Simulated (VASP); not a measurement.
# YbNi3B2 in VASP: single point with PBE

Aim: the single point of YbNi3B2 with PBE.

Everything below comes from runs of VASP 6.6.1. Logs are shortened: lines on timing, memory, paths and dates and some standing lists are left out, and cuts for length are marked.

### 1 The cell of the first run

The typed cell holds 6 atoms: a = 4.966 Å, b = 4.966 Å, c = 2.992 Å, α = 90.00°, β = 90.00°, γ = 120.00°.

### 2 Single point, PBE

INCAR reads:

```
ALGO = Normal
EDIFF = 1E-7
ENCUT = 520
GGA = PE
ISIF = 2
ISMEAR = -1
LASPH = True
LCHARG = True
LELF = True
LREAL = False
LVHAR = True
LWAVE = False
NBANDS = 39
NELM = 60
PREC = Accurate
SIGMA = 0.0134
```

KPOINTS reads:

```
k-points
0
Gamma
  6 6 8
```

POSCAR reads:

```
YbNi3B2
1.0
    4.9664680000      0.0000000000      0.0000000000
   -2.4832340000      4.3010920000      0.0000000000
    0.0000000000      0.0000000000      2.9919550000
Yb Ni B
1 3 2
Direct
    0.0000000000      0.0000000000      0.0000000000
    0.5000000000      0.0000000000      0.5000000000
    0.5000000000      0.5000000000      0.5000000000
    0.0000000000      0.5000000000      0.5000000000
    0.3333000000      0.6667000000      0.0000000000
    0.6666000000      0.3333000000      0.0000000000
```

Potentials or basis: VASP PAW PBE potentials, release 64 (Yb, Ni, B).

Started as:

```bash
> cat potpaw_PBE.64/Yb/POTCAR potpaw_PBE.64/Ni/POTCAR potpaw_PBE.64/B/POTCAR > POTCAR
> mpirun -np 1 vasp_std > vasp.out
```

OUTCAR:

```text
EDIFF = 1E-7
   ENCUT = 520
   GGA = PE
   ISIF = 2
   ISMEAR = -1
   LASPH = True
   LREAL = False
   NELM = 60
   PREC = Accurate

 ion  position               nearest neighbor table
   1  0.000  0.000  0.000-   6 2.87   5 2.87   6 2.87   5 2.87   6 2.87   5 2.87   2 2.90   2 2.90
                             2 2.90   2 2.90   4 2.90   4 2.90   4 2.90   3 2.90   3 2.90   4 2.90
   2  0.500  0.000  0.500-   5 2.07   6 2.07   5 2.07   6 2.07   3 2.48   4 2.48   3 2.48   4 2.48
                             1 2.90   1 2.90   1 2.90   1 2.90
   3  0.500  0.500  0.500-   6 2.07   6 2.07   5 2.07   5 2.07   4 2.48   4 2.48   2 2.48   2 2.48
                             1 2.90   1 2.90   1 2.90   1 2.90
   4  0.000  0.500  0.500-   5 2.07   5 2.07   6 2.07   6 2.07   3 2.48   3 2.48   2 2.48   2 2.48
                             1 2.90   1 2.90   1 2.90   1 2.90
   5  0.333  0.667  0.000-   4 2.07   4 2.07   2 2.07   2 2.07   3 2.07   3 2.07   1 2.87   1 2.87
                             1 2.87
   6  0.667  0.333  0.000-   3 2.07   3 2.07   2 2.07   2 2.07   4 2.07   4 2.07   1 2.87   1 2.87
                             1 2.87

  LATTYP: Found a hexagonal cell.
 ALAT       =     4.9664680000
 C/A-ratio  =     0.6024311442

  Lattice vectors:

 A1 = (   4.9664680000,   0.0000000000,   0.0000000000)
 A2 = (  -2.4832340000,   4.3010920000,   0.0000000000)
 A3 = (   0.0000000000,   0.0000000000,   2.9919550000)

Analysis of symmetry for initial positions (statically):
=====================================================================
 Subroutine PRICEL returns:
 Original cell was already a primitive cell.

 Routine SETGRP: Setting up the symmetry group for a
 hexagonal supercell.

 Subroutine GETGRP returns: Found  4 space group operations
 (whereof  4 operations were pure point group operations)
 out of a pool of 24 trial point group operations.

The static configuration has the point symmetry C_2v.

Analysis of symmetry for dynamics (positions and initial velocities):
=====================================================================
 Subroutine PRICEL returns:
 Original cell was already a primitive cell.

 Routine SETGRP: Setting up the symmetry group for a
 hexagonal supercell.

 Subroutine GETGRP returns: Found  4 space group operations
 (whereof  4 operations were pure point group operations)
 out of a pool of 24 trial point group operations.

The dynamic configuration has the point symmetry C_2v.

 Subroutine INISYM returns: Found  4 space group operations
[... 103 lines left out ...]
   ENCUT  =  520.0 eV  38.22 Ry    6.18 a.u.   9.23  9.23  5.56*2*pi/ulx,y,z
   NELM   =     60;   NELMIN=  2; NELMDL= -5     # of ELM steps
   EDIFF  = 0.1E-06   stopping-criterion for ELM
   LREAL  =      F    real-space projection
   EDIFFG = 0.1E-05   stopping-criterion for IOM
   NSW    =      0    number of steps for IOM
   IBRION =     -1    ionic relax: 0-MD 1-quasi-New 2-CG
   NFREE  =      0    steps in history (QN), initial steepest desc. (CG)
   ISIF   =      2    stress and relaxation
   ISYM   =      2    0-nonsym 1-usesym 2-fastsym
   POTIM  = 0.5000    time-step for ionic-motion
   TEBEG  =    0.0;   TEEND  =   0.0 temperature during run
   PSTRESS=    0.0 pullay stress
   NELECT =      60.0000    total number of electrons
   NUPDOWN=      -1.0000    fix difference up-down
   EMIN   =  10.00;   EMAX   =-10.00  energy-range for DOS
   EFERMI =   0.00;   METHOD = LEGACY
   ISMEAR =    -1;   SIGMA  =   0.01  broadening in eV -4-tet -1-fermi 0-gaus
   EFERMI_NEDOS =   21; number of points for ismear=-14 and -15
   IALGO  =     38    algorithm
   IMIX   =      4    mixing-type and parameters
     AMIX     =   0.40;   BMIX     =  1.00
     AMIX_MAG =   1.60;   BMIX_MAG =  1.00
  volume/ion in A,a.u.               =      10.65        71.88
  Fermi-wavevector in a.u.,A,eV,Ry     =   1.602992  3.029216 34.961317  2.569584
  Thomas-Fermi vector in A             =   2.699726
   LORBIT       =      0    0 simple, 1 ext, 2 COOP (PROOUT), +10 PAW based schemes
   GGA     = PE    functional components
   LHFCALC =     F    Hartree Fock is set to
   AEXX    =    0.0000 exact exchange contribution
   IVDW    =     0    specifies the selected vdW correction
   LEPSILON=     F    determine dielectric tensor
   LRPA    =     F    only Hartree local field effects (RPA)
 non-spin polarized calculation
  energy-cutoff  :      520.00
  volume of cell :       63.91
 maximum number of plane-waves:      1742
 NGX is ok and might be reduce to    40
   NGX = 19   NGY = 19   NGZ = 11

 number of electron      60.0000021 magnetization

 Free energy of the ion-electron system (eV)
  ---------------------------------------------------
  ext. energy  EPLUGINS =         0.00000000
  ---------------------------------------------------
  free energy    TOTEN  =       -35.57919245 eV

  energy without entropy =      -35.57481758  energy(sigma->0) =      -35.57700502

 E-fermi :   7.8008     XC(G=0): -12.9904

 val. band max:        7.7999459679   @ k =   0.3333   0.3333   0.5000
 cond. band min:       7.8010310872   @ k =   0.0000   0.0000   0.2500
 fundamental gap:      0.0010851193
 Fermi energy:         7.8007548915

 k-point     1 :       0.0000    0.0000    0.0000
  band No.  band energies     occupation
      1     -43.3707      2.00000
      2     -15.7075      2.00000
      3     -15.7075      2.00000
      4     -15.2343      2.00000
      5      -3.7272      2.00000
      6       1.2594      2.00000
[... 997 lines left out ...]
     38      14.0872      0.00000
     39      14.4384      0.00000

 [... further k-points ...]
[... 5 lines left out ...]
  --------------------------------------------------------------------------------------
  -------------------------------------------------------------------------------------
  Total        2.8644334      2.8653445      4.6969343      0.0000000      0.0000000      0.0000000
  in kB       71.8071814     71.8300202    117.7453160      0.0000000      0.0000000      0.0000000
  external PRESSURE =      87.1275059 kB  Pullay stress =       0.0000000 kB

 VOLUME and BASIS-vectors are now :
 -----------------------------------------------------------------------------
  energy-cutoff  :      520.00
  volume of cell :       63.91
      direct lattice vectors                 reciprocal lattice vectors
     4.966468000  0.000000000  0.000000000     0.201350336  0.116249548  0.000000000
    -2.483234000  4.301092000  0.000000000     0.000000000  0.232499096  0.000000000
     0.000000000  0.000000000  2.991955000     0.000000000  0.000000000  0.334229626

 POSITION                                       TOTAL-FORCE (eV/Angst)
 -----------------------------------------------------------------------------------
      0.00000      0.00000      0.00000        -0.000608      0.000000      0.000000
      2.48323      0.00000      1.49598        -0.000372      0.000000      0.000000
      1.24162      2.15055      1.49598        -0.000874      0.000289      0.000000
     -1.24162      2.15055      1.49598        -0.000874     -0.000289      0.000000
     -0.00025      2.86754      0.00000         0.001364     -0.001273      0.000000
      2.48299      1.43355      0.00000         0.001364      0.001273      0.000000
 -----------------------------------------------------------------------------------
    total drift:                                0.000001      0.000000      0.000000

  FREE ENERGIE OF THE ION-ELECTRON SYSTEM (eV)
  ---------------------------------------------------
  free  energy   TOTEN  =       -35.5791924523 eV

  energy  without entropy=      -35.5748175820  energy(sigma->0) =      -35.57700502
```

OSZICAR:

```text
N       E                     dE             d eps       ncg     rms          rms(c)
DAV:   1     0.417520118538E+03    0.41752E+03   -0.23678E+04  7425   0.890E+03
DAV:   2     0.268223248352E+02   -0.39070E+03   -0.36530E+03  7198   0.902E+02
[... 45 lines left out ...]
DAV:  48    -0.355791941283E+02   -0.44345E-06   -0.61245E-06  9366   0.462E-02    0.304E-02
DAV:  49    -0.355791925408E+02    0.15875E-05   -0.39386E-06  7226   0.497E-02    0.124E-02
DAV:  50    -0.355791925512E+02   -0.10397E-07   -0.10843E-06  6092   0.259E-02    0.125E-02
DAV:  51    -0.355791933194E+02   -0.76820E-06   -0.17604E-06  7331   0.302E-02    0.174E-02
DAV:  52    -0.355791924305E+02    0.88896E-06   -0.29012E-06  6018   0.463E-02    0.419E-03
DAV:  53    -0.355791924523E+02   -0.21810E-07   -0.23221E-07  3413   0.139E-02
   1 F= -.35579192E+02 E0= -.35577005E+02  d E =-.437487E-02
```

stdout:

```text
POSCAR found type information on POSCAR YbNiB
 POSCAR found :  3 types and       6 ions
 scaLAPACK will be used
 LDA part: xc-table for (Slater+PW92), standard interpolation
 POSCAR, INCAR and KPOINTS ok, starting setup
 FFT: planning ... GRIDC
 FFT: planning ... GRID_SOFT
 FFT: planning ... GRID
 WAVECAR not read
 entering main loop
```

It took 19 min on 1 thread of Intel Xeon 8259CL, shared host; peak memory 0.32 GiB.

Results:

| Quantity | Value |
| --- | --- |
| Free energy | -35.5792 eV |
| Pressure | 8.7 GPa |
| Band gap on the k mesh | zero (bands 30 and 31 overlap by 0.99 eV) |

Stress tensor (GPa, compression positive):
```
 7.18  0.00  0.00
 0.00  7.18  0.00
 0.00  0.00 11.77
```

Levels at points of the mesh, in eV from the Fermi level:
| k point | band 26 | band 27 | band 28 | band 29 | band 30 | band 31 | band 32 | band 33 | band 34 | band 35 |
| --- | --- | --- | --- | --- | --- | --- | --- | --- | --- | --- |
| (0.00, 0.00, 0.00) | -0.30 | -0.26 | -0.22 | -0.22 | -0.19 | 0.50 | 0.50 | 0.98 | 1.40 | 7.27 |
| (0.50, 0.00, 0.00) | -0.24 | -0.22 | -0.16 | -0.15 | 0.07 | 1.00 | 1.12 | 2.46 | 2.74 | 4.50 |
| (0.00, 0.50, 0.00) | -0.24 | -0.22 | -0.16 | -0.15 | 0.07 | 1.00 | 1.12 | 2.46 | 2.74 | 4.50 |
| (0.00, 0.00, 0.50) | -0.52 | -0.34 | -0.23 | -0.20 | -0.20 | -0.19 | -0.19 | -0.16 | 3.00 | 4.92 |
| (0.50, 0.00, 0.50) | -0.28 | -0.25 | -0.19 | -0.19 | -0.16 | 0.04 | 0.77 | 1.97 | 3.14 | 3.69 |
| (0.00, 0.50, 0.50) | -0.28 | -0.25 | -0.19 | -0.19 | -0.16 | 0.04 | 0.77 | 1.97 | 3.14 | 3.69 |

Caveat: the cell stands under pressure; spin-orbit coupling is left out, which moves the levels of the heavy elements. Spin polarisation is off, so any magnetic state and its effect on volume and gap are missing.
